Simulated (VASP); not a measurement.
# AlN in VASP: further runs, part 2 of 2

VASP 6.6.1. Earlier steps stand in the parts before.

**4. Single point, r2SCAN (functional r2SCAN, strained)**

Input file POSCAR:

```
AlN
1.0
    0.0000000000      1.9557414630      1.9557414630
    1.9557414630      0.0000000000      1.9557414630
    1.9557414630      1.9557414630      0.0000000000
Al N
1 1
Direct
    0.5000000000      0.5000000000      0.5000000000
    0.0000000000      0.0000000000      0.0000000000
```

Input file INCAR.step1:

```
SYSTEM = AlN
PREC = Accurate ; ENCUT = 520
ISMEAR = 0 ; SIGMA = 0.02
LREAL = .False. ; LASPH = .True.
NELM = 80 ; NBANDS = 11
GGA = PE ; ALGO = Normal
EDIFF = 1E-4 ; LWAVE = .True.
LCHARG = .False.
```

Input file INCAR.step2:

```
SYSTEM = AlN
PREC = Accurate ; ENCUT = 520
EDIFF = 1E-6 ; ISMEAR = 0
SIGMA = 0.02 ; LREAL = .False.
LASPH = .True. ; NELM = 80
ALGO = Normal ; ISIF = 2
LWAVE = .False. ; LCHARG = .True.
METAGGA = R2SCAN ; LMIXTAU = .True.
LELF = .True. ; LVHAR = .True.
NBANDS = 11 ; ISTART = 1
```

Input file KPOINTS:

```
Automatic mesh
0
Gamma
  10 10 10
  0 0 0
```

Potentials or basis: VASP PAW PBE potentials, release 64 (Al, N).

Launch:

```bash
$ cat potpaw_PBE.64/Al/POTCAR potpaw_PBE.64/N/POTCAR > POTCAR
$ cp INCAR.step1 INCAR
$ mpirun -np 1 vasp_std > vasp.out
$ cp INCAR.step2 INCAR
$ mpirun -np 1 vasp_std > vasp.out
```

OUTCAR:

```text
SYSTEM = AlN
   PREC = Accurate
   ENCUT = 520
   EDIFF = 1E-6
   ISMEAR = 0
   LREAL = .False.
   LASPH = .True.
   NELM = 80
   ISIF = 2
   METAGGA = R2SCAN
   ISTART = 1

 ion  position               nearest neighbor table
   1  0.500  0.500  0.500-   2 1.96   2 1.96   2 1.96   2 1.96   2 1.96   2 1.96
   2  0.000  0.000  0.000-   1 1.96   1 1.96   1 1.96   1 1.96   1 1.96   1 1.96

  LATTYP: Found a face centered cubic cell.
 ALAT       =     3.9114829260

  Lattice vectors:

 A1 = (   0.0000000000,   1.9557414630,   1.9557414630)
 A2 = (   1.9557414630,   0.0000000000,   1.9557414630)
 A3 = (   1.9557414630,   1.9557414630,   0.0000000000)

Analysis of symmetry for initial positions (statically):
=====================================================================
 Subroutine PRICEL returns:
 Original cell was already a primitive cell.

 Routine SETGRP: Setting up the symmetry group for a
 face centered cubic supercell.

 Subroutine GETGRP returns: Found 48 space group operations
 (whereof 48 operations were pure point group operations)
 out of a pool of 48 trial point group operations.

The static configuration has the point symmetry O_h .

[... 172 lines left out ...]
      3      11.1074      2.00000
      4      11.1074      2.00000
      5      19.1947      0.00000
      6      24.3531      0.00000
      7      24.3531      0.00000
      8      24.3531      0.00000
      9      30.4257      0.00000
     10      30.4687      0.00000
     11      30.4687      0.00000
[... 309 lines left out ...]
 k-point    24 :       0.4000    0.3000    0.0000
  band No.  band energies     occupation
      1      -4.8748      2.00000
      2       4.6457      2.00000
      3       7.9481      2.00000
      4       8.5093      2.00000
      5      18.3367      0.00000
      6      19.6514      0.00000
      7      25.7005      0.00000
      8      29.2371      0.00000
      9      30.2687      0.00000
     10      35.1852      0.00000
     11      39.0820      0.00000

 [... further k-points ...]

------------------------ aborting loop because EDIFF is reached ----------------------------------------

  FORCE on cell =-STRESS in cart. coord.  units (eV):
  Direction    XX          YY          ZZ          XY          YZ          ZX
  --------------------------------------------------------------------------------------
  -------------------------------------------------------------------------------------
  Total        2.8762935      2.8762935      2.8762935      0.0000000      0.0000000      0.0000000
  in kB      308.0203863    308.0203863    308.0203863      0.0000000      0.0000000      0.0000000
  external PRESSURE =     308.0203863 kB  Pullay stress =       0.0000000 kB

 VOLUME and BASIS-vectors are now :
 -----------------------------------------------------------------------------
  energy-cutoff  :      520.00
  volume of cell :       14.96
      direct lattice vectors                 reciprocal lattice vectors
     0.000000000  1.955741463  1.955741463    -0.255657514  0.255657514  0.255657514
     1.955741463  0.000000000  1.955741463     0.255657514 -0.255657514  0.255657514
     1.955741463  1.955741463  0.000000000     0.255657514  0.255657514 -0.255657514

 POSITION                                       TOTAL-FORCE (eV/Angst)
 -----------------------------------------------------------------------------------
      1.95574      1.95574      1.95574         0.000000     -0.000000      0.000000
      0.00000      0.00000      0.00000        -0.000000      0.000000     -0.000000
 -----------------------------------------------------------------------------------
    total drift:                                0.000000     -0.000000     -0.000000

  FREE ENERGIE OF THE ION-ELECTRON SYSTEM (eV)
  ---------------------------------------------------
  free  energy   TOTEN  =       -18.7654578969 eV

  energy  without entropy=      -18.7654578969  energy(sigma->0) =      -18.76545790
```

OUTCAR.step1:

```text
SYSTEM = AlN
   PREC = Accurate
   ENCUT = 520
   ISMEAR = 0
   LREAL = .False.
   LASPH = .True.
[... 558 lines left out ...]
      1.95574      1.95574      1.95574        -0.000000     -0.000000      0.000000
      0.00000      0.00000      0.00000         0.000000      0.000000      0.000000
 -----------------------------------------------------------------------------------
    total drift:                                0.000000     -0.000000     -0.000000

  FREE ENERGIE OF THE ION-ELECTRON SYSTEM (eV)
  ---------------------------------------------------
  free  energy   TOTEN  =       -14.3431242029 eV

  energy  without entropy=      -14.3431242029  energy(sigma->0) =      -14.34312420
```

Wall time 36 s (1 thread of Intel Xeon Platinum 8488C (Sapphire Rapids), shared host); peak memory 0.14 GiB.

Results:

```
Free energy            : -18.7655 eV
Pressure               : 30.8 GPa
Band gap on the k mesh : 5.80 eV, indirect (least direct gap 8.09 eV)
```

Levels at points of the mesh, in eV from the valence-band top:
```tsv
k point	band 2	band 3	band 4	band 5	band 6	band 7
(0.00, 0.00, 0.00)	0.00	0.00	0.00	8.09	13.25	13.25
(0.50, 0.00, 0.00)	-9.12	-1.36	-1.36	7.58	12.77	12.77
(0.50, 0.50, 0.00)	-8.25	-3.17	-3.17	5.80	6.54	16.70
```

Caveat: the cell differs from its parent crystal (functional r2SCAN, strained); the PAW data sets were made with another functional, which shifts forces and pressure a little. A k mesh can miss the band edges.

**5. Summary**

| level | cell | gap on the mesh (eV) | pressure (GPa) | largest force (eV/Å) |
| --- | --- | --- | --- | --- |
| PBE | a = 2.823, b = 2.836, c = 2.863 Å, angles 59.8, 60.5, 60.6°, 2 atoms | 4.56 | 9.4 | 0.41 |
| PBE | a = 3.010, b = 3.019, c = 2.948 Å, angles 59.7, 59.9, 58.7°, 2 atoms | 3.16 | -19.3 | 0.45 |
| r2SCAN | a = 2.766 Å, angles 60.0°, 2 atoms | 5.80 | 30.8 | - |

Alike in all rows: task single point; potentials or basis VASP PAW PBE potentials, release 64 (Al, N); no spin polarisation; k mesh 10 × 10 × 10; cutoff (eV) 520; smearing gaussian 0.02 eV.

Caveats: the PAW data sets were made with another functional, which shifts forces and pressure a little (some runs).

Absolute energies hang on the potentials; compare differences alone.
